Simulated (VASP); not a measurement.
Here is a VASP 6.6.1 calculation.

The input POSCAR:

```
Si
1.0
    3.8319083593      0.0000000000      0.0000000000
   -1.9159541797      3.3185299841      0.0000000000
    0.0000000000      0.0000000000      6.3418199252
Si
4
Direct
    0.2550433609      0.6666666667      0.1103959114
    0.6666666667      0.3333333333      0.5630908785
    0.3333333333      0.6666666667      0.4369091215
    0.6666666667      0.3333333333      0.9369091215
```

INCAR.step1

```
PREC     = Accurate       # precision mode
ENCUT    = 520            # plane-wave cutoff, eV
ISMEAR   = 0              # smearing method
SIGMA    = 0.05           # smearing width, eV
LREAL    = False          # projectors in reciprocal space
LASPH    = True           # aspherical terms in the spheres
NELM     = 60             # most SCF steps
NBANDS   = 16             # bands
GGA      = PE             # functional
ALGO     = Normal         # electronic algorithm
EDIFF    = 1E-4           # SCF threshold, eV
LWAVE    = True           # write WAVECAR
LCHARG   = False          # write CHGCAR
```

File INCAR.step2:

```
PREC     = Accurate       # precision mode
ENCUT    = 520            # plane-wave cutoff, eV
EDIFF    = 1E-6           # SCF threshold, eV
ISMEAR   = 0              # smearing method
SIGMA    = 0.05           # smearing width, eV
LREAL    = False          # projectors in reciprocal space
LASPH    = True           # aspherical terms in the spheres
NELM     = 60             # most SCF steps
ALGO     = Normal         # electronic algorithm
ISIF     = 2              # what is computed and relaxed
LWAVE    = False          # write WAVECAR
LCHARG   = False          # write CHGCAR
METAGGA  = R2SCAN         # meta-GGA
LMIXTAU  = True         
NBANDS   = 16             # bands
ISTART   = 1
```

Contents of KPOINTS:

```
regular mesh
0
Gamma
  12 12 4
```

Potentials or basis: VASP PAW PBE potentials, release 64 (Si).

Launch:

```sh
$ cat potpaw_PBE.64/Si/POTCAR > POTCAR
$ cp INCAR.step1 INCAR
$ mpirun -np 1 vasp_std > vasp.out
$ cp INCAR.step2 INCAR
$ mpirun -np 1 vasp_std > vasp.out
```

What does it give for the pressure?

2.5 GPa.

What does it give for the band gap on the k mesh?

Zero (bands 8 and 9 overlap by 0.76 eV).

What does it give for the largest force?

5.557 eV/Å.

Forces in eV/Å, atoms in the order of the input:
```
Si   1.729  0.780 -5.223
Si   0.095  0.004  0.464
Si   0.240 -0.022  3.604
Si  -2.065 -0.762  1.155
```

Caveat: the cell differs from its parent crystal (atom 1 (Si) moved by (-0.300, +0.300) A along x and z); the stress differs along the axes, from -2 to 11 GPa; semilocal functionals underestimate gaps, and a narrow one can read as zero; the PAW data sets were made with another functional, which shifts forces and pressure a little.
